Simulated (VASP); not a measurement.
Write the native input for VASP 6.6.1 that does the following.

```
Task                   : single point
Functional             : PBE
Potentials or basis    : VASP PAW PBE potentials, release 64 (Ti_sv, Os, C)
Cutoff                 : 520 eV
k mesh                 : 10 × 10 × 10
Occupations            : gaussian, width 0.1 eV
Spin                   : no spin polarisation
Dipole correction      : no
Further INCAR settings : ALGO = Normal; EDIFF = 1e-06; NBANDS = 38
```

The structure of Ti2OsC6 lies in POSCAR:

```
Ti2OsC6
1.0
    0.0000000000      3.3531238965      3.3531238965
    3.3531238965      0.0000000000      3.3531238965
    3.3531238965      3.3531238965      0.0000000000
Ti Os C
2 1 6
Direct
    0.2500000000      0.2500000000      0.2500000000
    0.7500000000      0.7500000000      0.7500000000
    0.5000000000      0.5000000000      0.5000000000
    0.8129186715      0.1870813285      0.1870813285
    0.1870813285      0.8129186715      0.8129186715
    0.1870813285      0.8129186715      0.1870813285
    0.8129186715      0.1870813285      0.8129186715
    0.1870813285      0.1870813285      0.8129186715
    0.8129186715      0.8129186715      0.1870813285
```

The cell was generated, and may not be a known phase.

These files were run (other wordings do the same):

INCAR

```
PREC = Accurate ; ENCUT = 520
EDIFF = 1E-6 ; ISMEAR = 0
SIGMA = 0.1 ; LREAL = False
LASPH = True ; NELM = 100
ALGO = Normal ; ISIF = 2
LWAVE = False ; LCHARG = False
GGA = PE ; NBANDS = 38
```

KPOINTS

```
regular mesh
0
Gamma
  10 10 10
```

Potentials or basis: VASP PAW PBE potentials, release 64 (Ti_sv, Os, C).

Launch:

```bash
$ cat potpaw_PBE.64/Ti_sv/POTCAR potpaw_PBE.64/Os/POTCAR potpaw_PBE.64/C/POTCAR > POTCAR
$ mpirun -np 1 vasp_std > vasp.out
```

It gave:

```yaml
Pressure: 1.3 GPa
Largest_force: 0.101 eV/Å
Band_gap_on_the_k_mesh: zero (bands 28 and 29 overlap by 0.68 eV)
```

Caveat: spin-orbit coupling is left out, which moves the levels of the heavy elements.

Wall time 83 s on 1 thread of Intel(R) Xeon(R) 6975P-C (Granite Rapids) (shared host), peak memory 0.28 GiB.
